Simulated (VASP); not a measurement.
## Li: single point with PBE

Crystal: Li.

```xyz
1
Lattice="-1.7162 1.7162 1.7162 1.7162 -1.7162 1.7162 1.7162 1.7162 -1.7162" Properties=species:S:1:pos:R:3 pbc="T T T"
Li    0.0000    0.0000    0.0000
```

* Program: VASP 6.6.1
* Task: single point
* Functional: PBE
* Potentials or basis: VASP PAW PBE potentials, release 64 (Li_sv)
* Cutoff: 520 eV
* k mesh: 33 × 33 × 33
* Occupations: methfessel-paxton, width 0.1 eV
* Spin: no spin polarisation

```json
{
  "Band gap on the k mesh": "zero (an odd number of electrons rules out a gap without spin polarisation)"
}
```

Levels at points of the mesh, in eV from the Fermi level:
```csv
k point,band 1,band 2,band 3,band 4,band 5,band 6
"(0.00, 0.00, 0.00)",-46.54,-3.58,14.62,14.62,14.62,19.39
```

Run time: 110 s on 1 thread of Intel Xeon 8259CL, on a shared host, peak memory 0.23 GiB.
